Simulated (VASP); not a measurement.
**BeTe: single point with r2SCAN**

The system is BeTe.

```
CELL_PARAMETERS angstrom
2.82841 2.82841 0.00000
-2.82841 2.82841 0.00000
0.00000 2.82841 2.82841
ATOMIC_POSITIONS crystal
Be 0.00000 0.00000 0.00000
Te 0.75000 0.25000 0.50000
```

```
Program                : VASP 6.6.1
Task                   : single point
Functional             : r2SCAN
Potentials or basis    : VASP PAW PBE potentials, release 64 (Be, Te)
Cutoff                 : 520 eV
k mesh                 : 12 × 12 × 12
Occupations            : fermi-dirac, width 0.1 eV
Spin                   : no spin polarisation
Dipole correction      : no
Further INCAR settings : ALGO = Normal; EDIFF = 1e-06; NBANDS = 11
```

```json
{"Pressure": "0.2 GPa", "Band gap on the k mesh": "2.37 eV (least direct gap 4.03 eV)"}
```

Levels at points of the mesh, in eV from the valence-band top:
```csv
k point,band 1,band 2,band 3,band 4,band 5,band 6,band 7,band 8
"(0.00, 0.00, 0.00)",-12.70,0.00,0.00,0.00,4.03,4.03,4.03,4.41
"(0.50, 0.00, 0.00)",-11.29,-5.68,-1.15,-1.15,3.52,5.02,5.02,8.47
"(0.50, 0.50, 0.00)",-10.77,-5.27,-2.70,-2.70,2.37,3.01,10.49,10.49
```

Wall time 61 s on 1 thread of AMD EPYC 9R45 96-Core Processor (Zen 5), with other jobs on the host, peak memory 0.16 GiB.

Caveat: the PAW data sets were made with another functional, which shifts forces and pressure a little; spin-orbit coupling is left out, which moves the levels of the heavy elements. A k mesh can miss the band edges.
